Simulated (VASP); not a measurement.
# C (Fd-3m) in VASP: settings compared, part 2 of 2

VASP 6.6.1. Earlier steps stand in the parts before.

## 4. Relaxation of cell and atoms, PBEsol, target pressure 30 GPa, at which the enthalpy is minimised

INCAR reads:

```
SYSTEM = C
ALGO     = Normal         ! electronic algorithm
EDIFF    = 1E-7           ! SCF threshold, eV
EDIFFG   = -0.02          ! ionic threshold
ENCUT    = 600            ! plane-wave cutoff, eV
GGA      = PS             ! functional
IBRION   = 2              ! ionic algorithm
ISIF     = 3              ! what is computed and relaxed
ISMEAR   = -1             ! smearing method
LASPH    = .True.         ! aspherical terms in the spheres
LCHARG   = .False.        ! write CHGCAR
LREAL    = .False.        ! projectors in reciprocal space
LWAVE    = .False.        ! write WAVECAR
NELM     = 80             ! most SCF steps
NSW      = 80             ! ionic steps
PREC     = Accurate       ! precision mode
PSTRESS  = 300.0        
SIGMA    = 0.05           ! smearing width, eV
```

KPOINTS reads:

```
k-points
0
Gamma
  13 13 13
  0 0 0
```

POSCAR reads:

```
C
1.0
    0.0000000000      1.7833700000      1.7833700000
    1.7833700000      0.0000000000      1.7833700000
    1.7833700000      1.7833700000      0.0000000000
C
2
Direct
    0.7500000000      0.7500000000      0.7500000000
    0.5000000000      0.5000000000      0.5000000000
```

The run is started by

```
cat potpaw_PBE.64/C/POTCAR > POTCAR
mpirun -np 1 vasp_std > vasp.out
```

It took 38 s on 1 thread of AMD EPYC 7R43 (Zen 3), shared host; peak memory 0.08 GiB.

It converged, with:

```yaml
Free_energy: -19.1969 eV
Relaxed_volume: 5.29 Å³/atom
Relaxed_cell: a = 2.464 Å, b = 2.464 Å, c = 2.464 Å, α = 60.00°, β = 60.00°, γ = 60.00°
Space_group_after_relaxing_to_0.05_Å: Fd-3m (No. 227)
Energy_change_on_relaxing_the_enthalpy_is_what_falls: +28.1 meV/atom
Ionic_steps: 4
Pressure_after_relaxing: 29.9 GPa
Band_gap_on_the_k_mesh: 4.17 eV, indirect (least direct gap 5.73 eV)
```

Step by step:
| step | energy change (eV) | largest force (eV/Å) | pressure (GPa) | volume (Å³) |
| --- | --- | --- | --- | --- |
| 1 | 0.0000 | 0.0000 | -4.40 | 11.34 |
| 2 | 0.5087 | 0.0000 | 105.38 | 9.46 |
| 3 | 0.0523 | 0.0000 | 28.75 | 10.60 |
| 4 | 0.0563 | 0.0000 | 29.88 | 10.58 |

Final structure:
```
C
1.0
     0.00000    1.74247    1.74247
     1.74247    0.00000    1.74247
     1.74247    1.74247    0.00000
C
2
Direct
  0.75000 0.75000 0.75000
  0.50000 0.50000 0.50000
```

Levels at points of the mesh, in eV from the valence-band top:
| k point | band 1 | band 2 | band 3 | band 4 | band 5 | band 6 | band 7 | band 8 |
| --- | --- | --- | --- | --- | --- | --- | --- | --- |
| (0.00, 0.00, 0.00) | -22.48 | 0.00 | 0.00 | 0.00 | 5.73 | 5.73 | 5.73 | 14.99 |

Caveat: the cell is relaxed towards a set pressure, so the enthalpy falls and the energy may rise; the PAW data sets were made with another functional, which shifts forces and pressure a little. As with any semilocal functional, this PBEsol gap is likely too small.

## 5. Single point, RPBE+D3(BJ)

This run uses another cell than the first one, of 5.53 Å³/atom, 0.975 times its volume.

INCAR reads:

```
PREC     = Accurate       # precision mode
ENCUT    = 520            # plane-wave cutoff, eV
EDIFF    = 1E-6           # SCF threshold, eV
ISMEAR   = -1             # smearing method
SIGMA    = 0.05           # smearing width, eV
LREAL    = F              # projectors in reciprocal space
LASPH    = T              # aspherical terms in the spheres
NELM     = 100            # most SCF steps
ALGO     = Normal         # electronic algorithm
ISIF     = 2              # what is computed and relaxed
LWAVE    = F              # write WAVECAR
LCHARG   = F              # write CHGCAR
GGA      = RP             # functional
IVDW     = 12             # dispersion correction
NBANDS   = 11             # bands
```

KPOINTS reads:

```
regular mesh
0
Gamma
  13 13 13
```

POSCAR reads:

```
C
1.0
    0.0000000000      1.7686710369      1.7686710369
    1.7686710369      0.0000000000      1.7686710369
    1.7686710369      1.7686710369      0.0000000000
C
2
Direct
    0.7500000000      0.7500000000      0.7500000000
    0.5000000000      0.5000000000      0.5000000000
```

Potentials or basis: VASP PAW PBE potentials, release 64 (C).

The run is started by

```
cat potpaw_PBE.64/C/POTCAR > POTCAR
mpirun -np 1 vasp_std > vasp.out
```

OUTCAR:

```text
PREC = Accurate
   ENCUT = 520
   EDIFF = 1E-6
   ISMEAR = -1
   LREAL = F
   LASPH = T
   NELM = 100
   ISIF = 2
   GGA = RP
   IVDW = 12
 IVDW          = 12

 ion  position               nearest neighbor table
   1  0.750  0.750  0.750-   2 1.53   2 1.53   2 1.53   2 1.53
   2  0.500  0.500  0.500-   1 1.53   1 1.53   1 1.53   1 1.53

  LATTYP: Found a face centered cubic cell.
 ALAT       =     3.5373420738

  Lattice vectors:

 A1 = (   0.0000000000,   1.7686710369,   1.7686710369)
 A2 = (   1.7686710369,   0.0000000000,   1.7686710369)
 A3 = (   1.7686710369,   1.7686710369,   0.0000000000)

Analysis of symmetry for initial positions (statically):
=====================================================================
 Subroutine PRICEL returns:
 Original cell was already a primitive cell.

 Routine SETGRP: Setting up the symmetry group for a
 face centered cubic supercell.

 Subroutine GETGRP returns: Found 48 space group operations
 (whereof 24 operations were pure point group operations)
 out of a pool of 48 trial point group operations.

The static configuration has the point symmetry T_d .
 The point group associated with its full space group is O_h .

Analysis of symmetry for dynamics (positions and initial velocities):
=====================================================================
 Subroutine PRICEL returns:
 Original cell was already a primitive cell.

 Routine SETGRP: Setting up the symmetry group for a
 face centered cubic supercell.

 Subroutine GETGRP returns: Found 48 space group operations
 (whereof 24 operations were pure point group operations)
 out of a pool of 48 trial point group operations.

The dynamic configuration has the point symmetry T_d .
 The point group associated with its full space group is O_h .

 Subroutine INISYM returns: Found 48 space group operations
 (whereof 24 operations are pure point group operations),
 and found     1 'primitive' translations

----------------------------------------------------------------------------------------

                                     Primitive cell

  volume of cell :      11.0655

  direct lattice vectors                    reciprocal lattice vectors
     0.000000000  1.768671037  1.768671037    -0.282698133  0.282698133  0.282698133
     1.768671037  0.000000000  1.768671037     0.282698133 -0.282698133  0.282698133
     1.768671037  1.768671037  0.000000000     0.282698133  0.282698133 -0.282698133

  length of vectors
     2.501278568  2.501278568  2.501278568     0.489647530  0.489647530  0.489647530

  position of ions in fractional coordinates (direct lattice)
     0.750000000  0.750000000  0.750000000
     0.500000000  0.500000000  0.500000000

  ion indices of the primitive-cell ions
   primitive index   ion index
                 1           1
                 2           2

----------------------------------------------------------------------------------------

 KPOINTS: regular mesh

Automatic generation of k-mesh.
 Grid dimensions read from file:
 generate k-points for:   13   13   13

 Generating k-lattice:

  Cartesian coordinates                     Fractional coordinates (reciprocal lattice)
[... 22 lines left out ...]
  0.384615  0.000000  0.000000      8.000000
[... 16 lines left out ...]
  0.384615  0.153846  0.000000     24.000000
  0.461538  0.153846  0.000000     24.000000
 [... further k-points ...]
   k-points           NKPTS =     84   k-points in BZ     NKDIM =     84   number of bands    NBANDS=     11
   number of dos      NEDOS =    301   number of ions     NIONS =      2
   total plane-waves  NPLWV =   8000
   dimension x,y,z NGX =    20 NGY =   20 NGZ =   20
   dimension x,y,z NGXF=    40 NGYF=   40 NGZF=   40
   ions per type =               2
   NGX,Y,Z   is equivalent  to a cutoff of  13.29, 13.29, 13.29 a.u.
   NGXF,Y,Z  is equivalent  to a cutoff of  26.59, 26.59, 26.59 a.u.
 SYSTEM =  unknown system
   PREC   = accura    normal or accurate (medium, high low for compatibility)
   ISTART =      0    job   : 0-new  1-cont  2-samecut
   ICHARG =      2    charge: 1-file 2-atom 10-const
   ISPIN  =      1    spin polarized calculation?
   LNONCOLLINEAR =      F non collinear calculations
   LSORBIT =      F    spin-orbit coupling
   LASPH  =      T    aspherical Exc in radial PAW
   ENCUT  =  520.0 eV  38.22 Ry    6.18 a.u.   4.65  4.65  4.65*2*pi/ulx,y,z
   NELM   =    100;   NELMIN=  2; NELMDL= -5     # of ELM steps
   EDIFF  = 0.1E-05   stopping-criterion for ELM
   LREAL  =      F    real-space projection
   EDIFFG = 0.1E-04   stopping-criterion for IOM
   NSW    =      0    number of steps for IOM
   IBRION =     -1    ionic relax: 0-MD 1-quasi-New 2-CG
   NFREE  =      0    steps in history (QN), initial steepest desc. (CG)
   ISIF   =      2    stress and relaxation
   ISYM   =      2    0-nonsym 1-usesym 2-fastsym
   POTIM  = 0.5000    time-step for ionic-motion
   TEBEG  =    0.0;   TEEND  =   0.0 temperature during run
   PSTRESS=    0.0 pullay stress
   NELECT =       8.0000    total number of electrons
   NUPDOWN=      -1.0000    fix difference up-down
   EMIN   =  10.00;   EMAX   =-10.00  energy-range for DOS
   EFERMI =   0.00;   METHOD = LEGACY
   ISMEAR =    -1;   SIGMA  =   0.05  broadening in eV -4-tet -1-fermi 0-gaus
   EFERMI_NEDOS =   21; number of points for ismear=-14 and -15
   IALGO  =     38    algorithm
   IMIX   =      4    mixing-type and parameters
     AMIX     =   0.40;   BMIX     =  1.00
     AMIX_MAG =   1.60;   BMIX_MAG =  1.00
  volume/ion in A,a.u.               =       5.53        37.34
  Fermi-wavevector in a.u.,A,eV,Ry     =   1.469313  2.776600 29.373370  2.158882
  Thomas-Fermi vector in A             =   2.584706
   LORBIT       =      0    0 simple, 1 ext, 2 COOP (PROOUT), +10 PAW based schemes
   GGA     = RP    functional components
   LHFCALC =     F    Hartree Fock is set to
   AEXX    =    0.0000 exact exchange contribution
   IVDW    =    12    specifies the selected vdW correction
   LEPSILON=     F    determine dielectric tensor
   LRPA    =     F    only Hartree local field effects (RPA)
 non-spin polarized calculation
  energy-cutoff  :      520.00
  volume of cell :       11.07
 maximum number of plane-waves:       307
   NGX =  9   NGY =  9   NGZ =  9

 number of electron       7.9999999 magnetization

 Free energy of the ion-electron system (eV)
  ---------------------------------------------------
  ext. energy  EPLUGINS =         0.00000000
  ---------------------------------------------------
  free energy    TOTEN  =       -17.20335326 eV

  energy without entropy =      -17.20335326  energy(sigma->0) =      -17.20335326

 E-fermi :  11.2425     XC(G=0): -13.2948

 val. band max:       10.2139034725   @ k =   0.0000   0.0000   0.0000
 cond. band min:      14.4011999331   @ k =   0.3846   0.3846   0.0000
 fundamental gap:      4.1872964606
 Fermi energy:        11.2425081132

 k-point     1 :       0.0000    0.0000    0.0000
  band No.  band energies     occupation
      1     -11.6791      2.00000
      2      10.2139      2.00000
      3      10.2139      2.00000
      4      10.2139      2.00000
      5      15.8747      0.00000
      6      15.8747      0.00000
      7      15.8747      0.00000
      8      24.0629      0.00000
      9      29.9392      0.00000
     10      36.9195      0.00000
     11      36.9195      0.00000
[... 309 lines left out ...]
 k-point    24 :       0.4615    0.1538    0.0000
  band No.  band energies     occupation
      1      -6.5681      2.00000
      2      -1.2708      2.00000
      3       5.6779      2.00000
      4       6.2039      2.00000
      5      17.3959      0.00000
      6      20.9933      0.00000
      7      21.4080      0.00000
      8      24.4284      0.00000
      9      31.2486      0.00000
     10      34.0601      0.00000
     11      37.6789      0.00000

 [... further k-points ...]

------------------------ aborting loop because EDIFF is reached ----------------------------------------

 Edisp (eV)   -1.19929

 E8    (eV) :    -0.5268

  FORCE on cell =-STRESS in cart. coord.  units (eV):
  Direction    XX          YY          ZZ          XY          YZ          ZX
  --------------------------------------------------------------------------------------
  -------------------------------------------------------------------------------------
  Total       0.04629     0.04629     0.04629    -0.00000    -0.00000    -0.00000
  in kB       6.70255     6.70255     6.70255    -0.00000    -0.00000    -0.00000
  external pressure =        6.70 kB  Pullay stress =        0.00 kB

 VOLUME and BASIS-vectors are now :
 -----------------------------------------------------------------------------
  energy-cutoff  :      520.00
  volume of cell :       11.07
      direct lattice vectors                 reciprocal lattice vectors
     0.000000000  1.768671037  1.768671037    -0.282698133  0.282698133  0.282698133
     1.768671037  0.000000000  1.768671037     0.282698133 -0.282698133  0.282698133
     1.768671037  1.768671037  0.000000000     0.282698133  0.282698133 -0.282698133

 POSITION                                       TOTAL-FORCE (eV/Angst)
 -----------------------------------------------------------------------------------
      2.65301      2.65301      2.65301        -0.000000      0.000000     -0.000000
      1.76867      1.76867      1.76867         0.000000     -0.000000      0.000000
 -----------------------------------------------------------------------------------
    total drift:                                0.000000     -0.000000      0.000000

  FREE ENERGIE OF THE ION-ELECTRON SYSTEM (eV)
  ---------------------------------------------------
  free  energy   TOTEN  =       -18.4026396648 eV

  energy  without entropy=      -18.4026396648  energy(sigma->0) =      -18.40263966
```

It took 4.5 s on 1 thread of Intel Xeon 6975P-C (Granite Rapids), shared host; peak memory 0.13 GiB.

What came out:

```yaml
Free_energy: -18.4026 eV
Pressure: 0.7 GPa
Band_gap_on_the_k_mesh: 4.19 eV, indirect (least direct gap 5.66 eV)
Dispersion_energy_per_atom: -0.600 eV
```

Caveat: the PAW data sets were made with another functional, which shifts forces and pressure a little. RPBE gaps usually lie below the measured ones, often by a third to a half.

## 6. Relaxation of cell and atoms, RPBE+D3(BJ)

INCAR reads:

```
SYSTEM = C
  PREC = Accurate
  ENCUT = 600
  EDIFF = 1E-7
  ISMEAR = -1
  SIGMA = 0.05
  LREAL = .FALSE.
  LASPH = .TRUE.
  NELM = 80
  ALGO = Normal
  ISIF = 3
  LWAVE = .FALSE.
  LCHARG = .FALSE.
  GGA = RP
  IVDW = 12
  IBRION = 2
  NSW = 80
  EDIFFG = -0.02
```

KPOINTS reads:

```
Automatic mesh
0
G
  13 13 13
  0 0 0
```

POSCAR reads:

```
C
1.0
    0.0000000000      1.7833700000      1.7833700000
    1.7833700000      0.0000000000      1.7833700000
    1.7833700000      1.7833700000      0.0000000000
C
2
Direct
    0.7500000000      0.7500000000      0.7500000000
    0.5000000000      0.5000000000      0.5000000000
```

Potentials or basis: VASP PAW PBE potentials, release 64 (C).

The run is started by

```
cat potpaw_PBE.64/C/POTCAR > POTCAR
mpirun -np 1 vasp_std > vasp.out
```

Run time: 9 s. Hardware: 1 thread of Intel Xeon 6975P-C (Granite Rapids), shared host; peak memory 0.13 GiB.

It converged, with:

```yaml
Free_energy: -18.4105 eV
Relaxed_volume: 5.53 Å³/atom
Relaxed_cell: a = 2.501 Å, b = 2.501 Å, c = 2.501 Å, α = 60.00°, β = 60.00°, γ = 60.00°
Space_group_after_relaxing_to_0.05_Å: Fd-3m (No. 227)
Energy_gained_by_relaxing: 4.9 meV/atom
Ionic_steps: 3
Pressure_after_relaxing: -0.1 GPa
Band_gap_on_the_k_mesh: 4.19 eV, indirect (least direct gap 5.66 eV)
Dispersion_energy_per_atom: -0.600 eV
```

Step by step:
```csv
step,energy change (eV),largest force (eV/Å),pressure (GPa),volume (Å³)
1,0.0000,0.0000,-10.89,11.34
2,0.0056,0.0000,14.92,10.72
3,-0.0098,0.0000,-0.06,11.06
```

Final structure:
```
CELL_PARAMETERS angstrom
0.00000 1.76852 1.76852
1.76852 0.00000 1.76852
1.76852 1.76852 0.00000
ATOMIC_POSITIONS crystal
C 0.75000 0.75000 0.75000
C 0.50000 0.50000 0.50000
```

Levels at points of the mesh, in eV from the valence-band top:
```
           k point  band 1  band 2  band 3  band 4  band 5  band 6  band 7  band 8
(0.00, 0.00, 0.00)  -21.90    0.00    0.00    0.00    5.66    5.66    5.66   13.85
```

Caveat: the PAW data sets were made with another functional, which shifts forces and pressure a little.

## 7. Summary

```csv
task,level,cell,cutoff (eV),gap on the mesh (eV),pressure (GPa)
relaxation of cell and atoms,PBEsol,"relaxed to 10 GPa from a = 2.522 Å, angles 60.0°, 2 atoms",600,4.08,9.8
relaxation of cell and atoms,PBEsol,"relaxed to 20 GPa from a = 2.522 Å, angles 60.0°, 2 atoms",600,4.12,19.5
relaxation of cell and atoms,PBEsol,"relaxed to 30 GPa from a = 2.522 Å, angles 60.0°, 2 atoms",600,4.17,29.9
single point,RPBE+D3(BJ),"a = 2.501 Å, angles 60.0°, 2 atoms",520,4.19,0.7
relaxation of cell and atoms,RPBE+D3(BJ),"relaxed from a = 2.522 Å, angles 60.0°, 2 atoms",600,4.19,-0.1
```

Alike in all rows: potentials or basis VASP PAW PBE potentials, release 64 (C); no spin polarisation; k mesh 13 × 13 × 13; smearing fermi-dirac 0.05 eV.

Caveats: the PAW data sets were made with another functional, which shifts forces and pressure a little; the cell is relaxed towards a set pressure, so the enthalpy falls and the energy may rise (some runs).

Absolute energies hang on the potentials; compare differences alone.

## 8. How close it comes

Step 6. The cell as given is a measured one (5.67 Å³/atom); RPBE+D3(BJ) puts the equilibrium volume -2.5 % from it, thermal expansion not counted.
